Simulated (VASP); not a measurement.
# Si7C8O (a cell with a defect) in VASP: further runs

Aim: see how the results for Si7C8O (a cell with a defect) move with the level of theory and the settings. Levels: LDA, PBEsol, PBEsol+D3(BJ). Tasks: single point.

Program: VASP 6.6.1. These are calculated values, not measurements. Logs are shortened: lines on timing, memory, paths and dates and some standing lists are left out, and cuts for length are marked.

### 1 The cell of the first run

The cell holds a defect, 16 atoms: a = 8.714 Å, b = 4.357 Å, c = 4.357 Å, α = 90.00°, β = 90.00°, γ = 90.00°.

### 2 Single point, LDA

INCAR

```
SYSTEM = Si7C8O
  PREC = Accurate
  ENCUT = 520
  EDIFF = 1E-6
  ISMEAR = -1
  SIGMA = 0.05
  LREAL = Auto
  LASPH = .True.
  NELM = 60
  ALGO = Normal
  ISIF = 2
  LWAVE = .False.
  LCHARG = .False.
  NBANDS = 47
```

KPOINTS

```
Automatic mesh
0
Gamma
  2 2 2
  0.5 0.5 0.5
```

POSCAR

```
Si7C8O
1.0
    8.7137060000      0.0000000000      0.0000000000
    0.0000000000      4.3568530000      0.0000000000
    0.0000000000      0.0000000000      4.3568530000
Si C O
7 8 1
Direct
    0.9866540000      0.0248750000      0.0051980000
    0.4924820000      0.9702120000      0.9978750000
    0.2558190000      0.4920440000      0.0078250000
    0.7559320000      0.5141610000      0.0114420000
    0.2458210000      0.9941830000      0.5353580000
    0.7553520000      0.0056310000      0.4997760000
    0.0039520000      0.5024610000      0.5074460000
    0.1405050000      0.2735110000      0.2457740000
    0.6076550000      0.2408150000      0.2168870000
    0.3852460000      0.7865260000      0.2472330000
    0.8830020000      0.7482090000      0.2692240000
    0.3752100000      0.2441180000      0.7756770000
    0.8643480000      0.2241520000      0.7728160000
    0.1103500000      0.7549540000      0.7606320000
    0.6209930000      0.7578570000      0.7418240000
    0.3760420000      0.7359730000      0.7333080000
```

Potentials or basis: VASP PAW LDA potentials, release 64 (Si, C, O).

Launch:

```
$ cat potpaw_LDA.64/Si/POTCAR potpaw_LDA.64/C/POTCAR potpaw_LDA.64/O/POTCAR > POTCAR
$ mpirun -np 1 vasp_std > vasp.out
```

OUTCAR:

```text
SYSTEM = Si7C8O
   PREC = Accurate
   ENCUT = 520
   EDIFF = 1E-6
   ISMEAR = -1
   LREAL = Auto
   LASPH = .True.
   NELM = 60
   ISIF = 2

 ion  position               nearest neighbor table
   1  0.987  0.025  0.005-  13 1.71  11 1.90  14 1.92   8 2.02   4 2.93   6 2.95   6 2.99   4 3.00
                             7 3.01   7 3.02   5 3.05   3 3.11   7 3.15
   2  0.492  0.970  0.998-  10 1.64   9 1.82  15 1.83  16 1.84  12 1.85   3 2.93   5 2.95   4 3.04
                             3 3.07
   3  0.256  0.492  0.008-   8 1.73  12 1.81  16 1.91  10 2.00  14 2.02   2 2.93   5 2.99   5 3.01
                             2 3.07   7 3.09   7 3.09   1 3.11
   4  0.756  0.514  0.011-  11 1.88  13 1.89   9 1.97  15 1.97   1 2.93   1 3.00   6 3.02   2 3.04
                             7 3.06   6 3.07   7 3.08   6 3.09   6 3.14
   5  0.246  0.994  0.535-  16 1.82  14 1.86  12 1.88  10 1.97   8 1.98   2 2.95   3 2.99   3 3.01
                             7 3.01   1 3.05   7 3.06
   6  0.755  0.006  0.500-  13 1.80  11 1.87  15 1.91   9 2.06   1 2.95   1 2.99   4 3.02   7 3.06
                             4 3.07   7 3.08   4 3.09   4 3.14
   7  0.004  0.502  0.507-  14 1.81  11 1.83   8 1.93  13 2.07   5 3.01   1 3.01   1 3.02   4 3.06
                             5 3.06   6 3.06   4 3.08   6 3.08   3 3.09   3 3.09   1 3.15
   8  0.141  0.274  0.246-   3 1.73   7 1.93   5 1.98   1 2.02
   9  0.608  0.241  0.217-   2 1.82   4 1.97   6 2.06
  10  0.385  0.787  0.247-   2 1.64   5 1.97   3 2.00
  11  0.883  0.748  0.269-   7 1.83   6 1.87   4 1.88   1 1.90
  12  0.375  0.244  0.776-   3 1.81   2 1.85   5 1.88
  13  0.864  0.224  0.773-   1 1.71   6 1.80   4 1.89   7 2.07
  14  0.110  0.755  0.761-   7 1.81   5 1.86   1 1.92   3 2.02
  15  0.621  0.758  0.742-   2 1.83   6 1.91   4 1.97
  16  0.376  0.736  0.733-   5 1.82   2 1.84   3 1.91

  LATTYP: Found a simple tetragonal cell.
 ALAT       =     4.3568530000
 C/A-ratio  =     2.0000000000

  Lattice vectors:

 A1 = (   0.0000000000,   4.3568530000,   0.0000000000)
 A2 = (   0.0000000000,   0.0000000000,   4.3568530000)
 A3 = (   8.7137060000,   0.0000000000,   0.0000000000)

Analysis of symmetry for initial positions (statically):
=====================================================================
 Subroutine PRICEL returns:
 Original cell was already a primitive cell.

 Routine SETGRP: Setting up the symmetry group for a
 simple tetragonal supercell.

 Subroutine GETGRP returns: Found  1 space group operations
 (whereof  1 operations were pure point group operations)
 out of a pool of 16 trial point group operations.

The static configuration has the point symmetry C_1 .

Analysis of symmetry for dynamics (positions and initial velocities):
=====================================================================
 Subroutine PRICEL returns:
 Original cell was already a primitive cell.

 Routine SETGRP: Setting up the symmetry group for a
 simple tetragonal supercell.

 Subroutine GETGRP returns: Found  1 space group operations
 (whereof  1 operations were pure point group operations)
 out of a pool of 16 trial point group operations.

The dynamic configuration has the point symmetry C_1 .

 Subroutine INISYM returns: Found  1 space group operations
 (whereof  1 operations are pure point group operations),
 and found     1 'primitive' translations

----------------------------------------------------------------------------------------

                                     Primitive cell

  volume of cell :     165.4050

  direct lattice vectors                    reciprocal lattice vectors
     8.713706000  0.000000000  0.000000000     0.114761733  0.000000000  0.000000000
     0.000000000  4.356853000  0.000000000     0.000000000  0.229523466  0.000000000
     0.000000000  0.000000000  4.356853000     0.000000000  0.000000000  0.229523466

  length of vectors
     8.713706000  4.356853000  4.356853000     0.114761733  0.229523466  0.229523466

  position of ions in fractional coordinates (direct lattice)
     0.986654000  0.024875000  0.005198000
     0.492482000  0.970212000  0.997875000
     0.255819000  0.492044000  0.007825000
     0.755932000  0.514161000  0.011442000
     0.245821000  0.994183000  0.535358000
     0.755352000  0.005631000  0.499776000
[... 8 lines left out ...]
     0.620993000  0.757857000  0.741824000
     0.376042000  0.735973000  0.733308000

  ion indices of the primitive-cell ions
   primitive index   ion index
                 1           1
                 2           2
                 3           3
                 4           4
                 5           5
                 6           6
[... 8 lines left out ...]
                15          15
                16          16

----------------------------------------------------------------------------------------

 KPOINTS: Automatic mesh

Automatic generation of k-mesh.
 Grid dimensions read from file:
 generate k-points for:    2    2    2

 Generating k-lattice:

  Cartesian coordinates                     Fractional coordinates (reciprocal lattice)
     0.057380866  0.000000000  0.000000000     0.500000000  0.000000000  0.000000000
     0.000000000  0.114761733  0.000000000     0.000000000  0.500000000  0.000000000
     0.000000000  0.000000000  0.114761733     0.000000000  0.000000000  0.500000000

  Length of vectors
     0.057380866  0.114761733  0.114761733

  Shift w.r.t. Gamma in fractional coordinates (k-lattice)
     0.500000000  0.500000000  0.500000000

 Subroutine IBZKPT returns following result:
 ===========================================

 Found      4 irreducible k-points:

 Following reciprocal coordinates:
            Coordinates               Weight
  0.250000  0.250000  0.250000      2.000000
  0.250000 -0.250000  0.250000      2.000000
  0.250000 -0.250000 -0.250000      2.000000
  0.250000  0.250000 -0.250000      2.000000
   k-points           NKPTS =      4   k-points in BZ     NKDIM =      4   number of bands    NBANDS=     47
   number of dos      NEDOS =    301   number of ions     NIONS =     16
   total plane-waves  NPLWV =  71680
   dimension x,y,z NGX =    70 NGY =   32 NGZ =   32
   dimension x,y,z NGXF=   140 NGYF=   64 NGZF=   64
   ions per type =               7   8   1
   NGX,Y,Z   is equivalent  to a cutoff of  13.36, 12.21, 12.21 a.u.
   NGXF,Y,Z  is equivalent  to a cutoff of  26.71, 24.42, 24.42 a.u.
 SYSTEM =  Si7C8O
   PREC   = accura    normal or accurate (medium, high low for compatibility)
   ISTART =      0    job   : 0-new  1-cont  2-samecut
   ICHARG =      2    charge: 1-file 2-atom 10-const
   ISPIN  =      1    spin polarized calculation?
   LNONCOLLINEAR =      F non collinear calculations
   LSORBIT =      F    spin-orbit coupling
   LASPH  =      T    aspherical Exc in radial PAW
   ENCUT  =  520.0 eV  38.22 Ry    6.18 a.u.  16.20  8.10  8.10*2*pi/ulx,y,z
   NELM   =     60;   NELMIN=  2; NELMDL= -5     # of ELM steps
   EDIFF  = 0.1E-05   stopping-criterion for ELM
   LREAL  =      T    real-space projection
   EDIFFG = 0.1E-04   stopping-criterion for IOM
   NSW    =      0    number of steps for IOM
   IBRION =     -1    ionic relax: 0-MD 1-quasi-New 2-CG
   NFREE  =      0    steps in history (QN), initial steepest desc. (CG)
   ISIF   =      2    stress and relaxation
   ISYM   =      2    0-nonsym 1-usesym 2-fastsym
   POTIM  = 0.5000    time-step for ionic-motion
   TEBEG  =    0.0;   TEEND  =   0.0 temperature during run
   PSTRESS=    0.0 pullay stress
   NELECT =      66.0000    total number of electrons
   NUPDOWN=      -1.0000    fix difference up-down
   EMIN   =  10.00;   EMAX   =-10.00  energy-range for DOS
   EFERMI =   0.00;   METHOD = LEGACY
   ISMEAR =    -1;   SIGMA  =   0.05  broadening in eV -4-tet -1-fermi 0-gaus
   EFERMI_NEDOS =   21; number of points for ismear=-14 and -15
   IALGO  =     38    algorithm
   IMIX   =      4    mixing-type and parameters
     AMIX     =   0.40;   BMIX     =  1.00
     AMIX_MAG =   1.60;   BMIX_MAG =  1.00
  volume/ion in A,a.u.               =      10.34        69.76
  Fermi-wavevector in a.u.,A,eV,Ry     =   1.205239  2.277572 19.763843  1.452601
  Thomas-Fermi vector in A             =   2.340941
   LORBIT       =      0    0 simple, 1 ext, 2 COOP (PROOUT), +10 PAW based schemes
   GGA     = CA    functional components
   LHFCALC =     F    Hartree Fock is set to
   AEXX    =    0.0000 exact exchange contribution
   IVDW    =     0    specifies the selected vdW correction
   LEPSILON=     F    determine dielectric tensor
   LRPA    =     F    only Hartree local field effects (RPA)
 non-spin polarized calculation
  energy-cutoff  :      520.00
  volume of cell :      165.41
 maximum number of plane-waves:      4455
 NGX is ok and might be reduce to    64
   NGX = 33   NGY = 17   NGZ = 17

 number of electron      65.9999994 magnetization

 Free energy of the ion-electron system (eV)
  ---------------------------------------------------
  ext. energy  EPLUGINS =         0.00000000
  ---------------------------------------------------
  free energy    TOTEN  =      -118.93082117 eV

  energy without entropy =     -118.88970253  energy(sigma->0) =     -118.91026185

 E-fermi :   7.6239     XC(G=0): -11.4355

 val. band max:        7.5270339000   @ k =   0.2500  -0.2500  -0.2500
 cond. band min:       7.7330893767   @ k =   0.2500   0.2500  -0.2500
 fundamental gap:      0.2060554767
 Fermi energy:         7.6238945291

 k-point     1 :       0.2500    0.2500    0.2500
  band No.  band energies     occupation
      1     -13.3991      2.00000
      2      -7.0926      2.00000
      3      -5.6242      2.00000
      4      -5.1056      2.00000
      5      -4.8179      2.00000
      6      -4.5142      2.00000
[... 37 lines left out ...]
     44      13.9674      0.00000
     45      14.2848      0.00000

 k-point     2 :       0.2500   -0.2500    0.2500
  band No.  band energies     occupation
      1     -13.3979      2.00000
      2      -7.0868      2.00000
      3      -5.8916      2.00000
      4      -5.1422      2.00000
      5      -4.5895      2.00000
      6      -4.1314      2.00000
[... 37 lines left out ...]
     44      13.9236      0.00000
     45      14.1405      0.00000

 k-point     3 :       0.2500   -0.2500   -0.2500
  band No.  band energies     occupation
      1     -13.3991      2.00000
      2      -7.0563      2.00000
      3      -5.8865      2.00000
      4      -4.8874      2.00000
      5      -4.6993      2.00000
      6      -4.4678      2.00000
[... 37 lines left out ...]
     44      14.0468      0.00000
     45      14.3298      0.00000

 k-point     4 :       0.2500    0.2500   -0.2500
  band No.  band energies     occupation
      1     -13.3979      2.00000
      2      -7.0869      2.00000
      3      -5.8826      2.00000
      4      -5.1596      2.00000
      5      -4.6061      2.00000
      6      -4.1061      2.00000
[... 37 lines left out ...]
     44      13.9478      0.00000
     45      14.3914      0.00000
 [bands above 45 left out]

------------------------ aborting loop because EDIFF is reached ----------------------------------------

  FORCE on cell =-STRESS in cart. coord.  units (eV):
  Direction    XX          YY          ZZ          XY          YZ          ZX
  --------------------------------------------------------------------------------------
  -------------------------------------------------------------------------------------
  Total        8.3584542      5.1923792      6.5310000      1.9443184     -5.0678495     -1.9840027
  in kB       80.9632308     50.2953997     63.2618010     18.8334222    -49.0891568    -19.2178202
  external PRESSURE =      64.8401438 kB  Pullay stress =       0.0000000 kB

 VOLUME and BASIS-vectors are now :
 -----------------------------------------------------------------------------
  energy-cutoff  :      520.00
  volume of cell :      165.41
      direct lattice vectors                 reciprocal lattice vectors
     8.713706000  0.000000000  0.000000000     0.114761733  0.000000000  0.000000000
     0.000000000  4.356853000  0.000000000     0.000000000  0.229523466  0.000000000
     0.000000000  0.000000000  4.356853000     0.000000000  0.000000000  0.229523466

 POSITION                                       TOTAL-FORCE (eV/Angst)
 -----------------------------------------------------------------------------------
      8.59741      0.10838      0.02265         4.006601     -2.788014      1.975942
      4.29134      4.22707      4.34759         4.851602      3.506725     -3.097492
      2.22913      2.14376      0.03409         0.562611      2.471740     -0.126389
      6.58697      2.24012      0.04985        -3.248370     -0.854639     -0.571900
      2.14201      4.33151      2.33248         0.806307      0.979121     -3.154860
      6.58192      0.02453      2.17745        -3.712932     -0.497670     -1.182929
[... 8 lines left out ...]
      5.41115      3.30187      3.23202         3.870473      0.680679      1.435432
      3.27672      3.20653      3.19492         1.144527     -2.718152     -1.900733
 -----------------------------------------------------------------------------------
    total drift:                                0.017190      0.000111     -0.000950

  FREE ENERGIE OF THE ION-ELECTRON SYSTEM (eV)
  ---------------------------------------------------
  free  energy   TOTEN  =      -118.9308211670 eV

  energy  without entropy=     -118.8897025264  energy(sigma->0) =     -118.91026185
```

Run time: 24 s. Hardware: 1 thread of Intel Xeon 6975P-C (Granite Rapids), shared host; peak memory 0.2 GiB.

What came out:

```yaml
Free_energy: -118.9308 eV
Pressure: 6.5 GPa
Largest_force: 7.721 eV/Å
Band_gap_on_the_k_mesh: 0.21 eV
```

Forces on the atoms (eV/Å):
```
Si   4.007 -2.788  1.976
Si   4.852  3.507 -3.097
Si   0.563  2.472 -0.126
Si  -3.248 -0.855 -0.572
Si   0.806  0.979 -3.155
Si  -3.713 -0.498 -1.183
Si   0.260 -0.764 -0.004
C   -3.934 -2.540  2.660
C    4.641  0.579  1.459
C   -5.970 -3.024  3.850
C   -0.895  0.673 -0.819
C   -1.725  0.450  0.059
C   -0.053  3.589 -1.798
C   -0.604  0.258  1.217
C    3.870  0.681  1.435
O    1.145 -2.718 -1.901
```

Stress tensor (GPa, compression positive):
```
 8.10  1.88 -1.92
 1.88  5.03 -4.91
-1.92 -4.91  6.33
```

Caveat: the k points lie up to 0.72 Å⁻¹ apart.

### 3 Single point, PBEsol

INCAR

```
  PREC = Accurate
  ENCUT = 520
  EDIFF = 1E-7
  ISMEAR = 0
  SIGMA = 0.01
  LREAL = Auto
  LASPH = True
  NELM = 100
  ALGO = Normal
  ISIF = 2
  LWAVE = False
  LCHARG = False
  GGA = PS
  NBANDS = 47
```

KPOINTS is that of step 2.

POSCAR is that of step 2.

Potentials or basis: VASP PAW PBE potentials, release 64 (Si, C, O).

Launch:

```
$ cat potpaw_PBE.64/Si/POTCAR potpaw_PBE.64/C/POTCAR potpaw_PBE.64/O/POTCAR > POTCAR
$ mpirun -np 1 vasp_std > vasp.out
```

Wall time 26 s (1 thread of Intel Xeon 6975P-C (Granite Rapids), shared host); peak memory 0.24 GiB.

It converged, with:

```yaml
Free_energy: -112.9408 eV
Pressure: 10.8 GPa
Largest_force: 7.961 eV/Å
Band_gap_on_the_k_mesh: 0.20 eV
```

Forces on the atoms (eV/Å):
```
Si   4.078 -2.811  2.064
Si   5.083  3.603 -3.159
Si   0.402  2.539 -0.064
Si  -3.242 -0.810 -0.572
Si   0.587  1.075 -3.283
Si  -3.746 -0.463 -1.280
Si   0.206 -0.863  0.018
C   -3.933 -2.632  2.705
C    4.605  0.703  1.569
C   -6.052 -3.217  4.052
C   -0.861  0.667 -0.821
C   -1.561  0.516 -0.080
C   -0.111  3.660 -1.853
C   -0.622  0.244  1.335
C    3.896  0.582  1.341
O    1.271 -2.793 -1.972
```

Stress tensor (GPa, compression positive):
```
12.72  2.03 -1.95
 2.03  9.25 -5.22
-1.95 -5.22 10.47
```

Levels at points of the mesh, in eV from the valence-band top:
| k point | band 29 | band 30 | band 31 | band 32 | band 33 | band 34 | band 35 | band 36 | band 37 | band 38 |
| --- | --- | --- | --- | --- | --- | --- | --- | --- | --- | --- |
| (0.25, 0.25, 0.25) | -1.44 | -1.01 | -0.74 | -0.38 | -0.16 | 0.25 | 0.54 | 0.94 | 2.84 | 3.42 |

Caveat: the k points lie up to 0.72 Å⁻¹ apart; the PAW data sets were made with another functional, which shifts forces and pressure a little.

[end of part 1 of 2]
